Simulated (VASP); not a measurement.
H16CO7: single point with PBE+D3(BJ)

H16CO7:

```
O H C
1.0
     6.27431    0.00000    0.00000
     0.00000    6.27431    0.00000
     0.00000    0.00000    6.27431
O H C
7 16 1
Cartesian
  -0.0739 4.7221 1.4941
  0.7763 3.4581 5.0763
  5.7059 1.0294 1.6576
  2.1079 1.9547 1.2586
  2.4658 4.1379 2.6843
  4.9114 2.8089 3.4932
  4.2134 1.1065 5.5787
  -0.0774 4.2727 0.5883
  -0.5364 4.0587 2.0253
  1.7562 3.4618 4.8969
  0.4579 3.5630 4.2216
  5.3715 1.0380 0.7387
  5.7735 0.0551 1.7662
  1.2153 1.5030 1.4121
  2.6842 1.3807 0.6908
  2.2501 3.3272 2.1534
  1.7870 4.8133 2.4423
  4.0349 3.3172 3.3981
  4.8953 2.1106 2.7539
  3.4270 -0.6617 6.1641
  4.8343 1.5549 4.9772
  2.9261 -0.2298 4.4894
  4.5074 -0.9665 4.8204
  3.7567 -0.2599 5.1939
```

```json
{
  "Program": "VASP 6.6.1",
  "Task": "single point",
  "Functional": "PBE",
  "Dispersion": "D3(BJ)",
  "Potentials or basis": "VASP PAW PBE potentials, release 64 (O, H, C)",
  "Cutoff": "520 eV",
  "k mesh": "1 × 1 × 1",
  "Occupations": "fermi-dirac, width 0.05 eV",
  "Spin": "no spin polarisation",
  "Dipole correction": "no",
  "Further INCAR settings": "LREAL = Auto; ALGO = Normal; EDIFF = 1e-06; NBANDS = 49"
}
```

```json
{
  "Pressure": "-0.7 GPa",
  "Largest force": "3.778 eV/Å",
  "Band gap on the k mesh": "4.79 eV",
  "Dispersion energy per atom": "-0.033 eV"
}
```

Forces in eV/Å, atoms in the order of the input:
```
O    0.041 -0.671 -1.611
O    2.365 -0.199  2.940
O    0.275  0.066  0.182
O   -0.543 -0.984 -0.091
O    0.004  0.484  0.403
O   -1.259  0.399 -1.107
O   -0.270 -1.458  0.585
H    0.508  0.792  0.741
H   -0.393 -0.378  0.842
H   -0.885  0.001  0.521
H   -1.701  0.209 -2.997
H   -0.588  0.486 -0.552
H    0.166 -0.422  0.291
H    0.824  0.382 -0.332
H   -0.480  0.690  0.345
H    0.052 -0.009 -0.303
H    0.368 -0.623 -0.005
H    1.038 -0.656  0.038
H    0.287  0.454  0.599
H   -0.226 -0.165 -0.186
H   -0.167  0.091 -0.949
H   -0.147  0.237 -0.142
H    0.480  0.418 -0.123
C    0.250  0.858  0.913
```

Stress tensor (GPa, compression positive):
```
-1.68  0.01  1.38
 0.01 -1.81 -1.63
 1.38 -1.63  1.25
```

Levels at points of the mesh, in eV from the valence-band top:
```tsv
k point	band 28	band 29	band 30	band 31	band 32	band 33	band 34	band 35
(0.00, 0.00, 0.00)	-0.43	-0.26	-0.17	0.00	4.79	7.29	7.92	7.96
```

Wall time 20 s on 1 thread of Intel(R) Xeon(R) Platinum 8488C (Sapphire Rapids), with other jobs on the host, peak memory 0.3 GiB.

Caveat: the k points lie up to 1.00 Å⁻¹ apart.
